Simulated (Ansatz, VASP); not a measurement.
**V: VASP beside Ansatz**

```xyz
1
Lattice="-1.2987 1.2987 1.2987 1.2987 -1.2987 1.2987 1.2987 1.2987 -1.2987" Properties=species:S:1:pos:R:3 pbc="T T T"
V     0.0000    0.0000    0.0000
```

Change from the starting cell: volume scaled by 0.65, PAW files.

Alike in both runs: task single point; functional PBE; k mesh 18 × 18 × 18; occupations fermi-dirac, width 0.1 eV; no spin polarisation.

|  | VASP | Ansatz |
| --- | --- | --- |
| version | VASP 6.6.1 | Ansatz 0.2.0 |
| potentials or method | VASP PAW PBE potentials, release 64 (V_sv) | PAW with Ansatz's default frozen-core files, scalar-relativistic |
| plane-wave cutoff (eV) | 520 | 420 |
| valence electrons in the cell | 13 | 13 |

Ansatz gave:

```
pressure (GPa) : 168.2
```

Q: What did VASP give for the same quantities?

A: Pressure (GPa): 171.7.

Both programs put the cell under a high pressure, so it lies far from rest at this level.

Noted on VASP's run: the cell as given lies far from equilibrium.
